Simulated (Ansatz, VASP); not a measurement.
Ta in VASP and in Ansatz

```
CELL_PARAMETERS angstrom
-1.65399 1.65399 1.65399
1.65399 -1.65399 1.65399
1.65399 1.65399 -1.65399
ATOMIC_POSITIONS crystal
Ta 0.00000 0.00000 0.00000
```

Alike in both runs: functional PBE; k mesh 8 × 8 × 8; occupations gaussian, width 0.1 eV; no spin polarisation.

Ansatz relaxed the structure, and its values are those at the end. VASP's run is a single point on that final structure, the one shown.

|  | VASP | Ansatz |
| --- | --- | --- |
| version | VASP 6.6.1 | Ansatz 0.2.0 |
| potentials or method | VASP PAW PBE potentials, release 64 (Ta_pv), cutoff 520 eV | scalar-relativistic, plane waves, PAW |
| valence electrons in the cell | 11 | 13 |

```tsv
	VASP	Ansatz	Ansatz less VASP
gap on the k mesh at the Fermi level (eV)	none	none	-
pressure (GPa)	0.1	0.0	-0.12
```

A gap of «none» marks a metal or a gap that the smearing closes. With one functional, cell and mesh, what is left measures potentials, basis and numerics. VASP's potentials hold 11 valence electrons a cell and Ansatz's 13, so a difference there can come from the potentials and not from the codes.

Neither program's run includes spin-orbit coupling.
